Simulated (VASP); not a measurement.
The system is TlCl.

```
Tl Cl
1.0
     3.79363    0.00000    0.00000
     0.00000    3.79363    0.00000
     0.00000    0.00000    3.79363
Tl Cl
1 1
Cartesian
  0.0000 0.0000 0.0000
  1.8968 1.8968 1.8968
```

Base run:

| Item | Value |
| --- | --- |
| Program | VASP 6.6.1 |
| Functional | PBE |
| Potentials or basis | VASP PAW PBE potentials, release 64 (Tl_d, Cl) |
| Cutoff | 500 eV |
| k mesh | 4 × 4 × 4 |
| Occupations | gaussian, width 0.01 eV |
| Spin | no spin polarisation |

Its results: band gap on the k mesh 1.99 eV, direct; pressure 2.3 GPa.

Task: The run is repeated on the same cell with these changes: k mesh from 4 × 4 × 4 to 3 × 3 × 3. What comes out?

Result: Band gap on the k mesh 4.02 eV, direct; pressure 2.0 GPa.

Caveats: some runs use coarse meshes; spin-orbit coupling is left out, which moves the levels of the heavy elements.

A k mesh can miss the band edges.
